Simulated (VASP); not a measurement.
GaN:

```
CELL_PARAMETERS angstrom
0.00000 2.19054 2.19054
2.19054 0.00000 2.19054
2.19054 2.19054 0.00000
ATOMIC_POSITIONS crystal
Ga 0.50000 0.50000 0.50000
N 0.00000 0.00000 0.00000
```

This cell differs from its parent crystal: strain +3.9%.

Base run:

| Property | Result |
| --- | --- |
| Program | VASP 6.6.1 |
| Functional | r2SCAN |
| Potentials or basis | VASP PAW PBE potentials, release 64 (Ga_d, N) |
| Cutoff | 520 eV |
| k mesh | 10 × 10 × 10 |
| Occupations | fermi-dirac, width 0.02 eV |
| Spin | no spin polarisation |

Its results: band gap on the k mesh 0.43 eV, indirect (least direct gap 1.98 eV); pressure -21.0 GPa.

Q: The run is repeated on the same cell with these changes: functional from r2SCAN to PBE. What comes out?

A: Band gap on the k mesh zero (band 9 reaches 6.58 eV, above the bottom of band 10 at 6.57 eV); pressure -12.8 GPa.

r2SCAN gives the wider gap, since meta-GGAs in the generalised Kohn-Sham scheme recover part of the derivative discontinuity.

Caveats: the PAW data sets were made with another functional, which shifts forces and pressure a little (some runs).

A k mesh can miss the band edges.
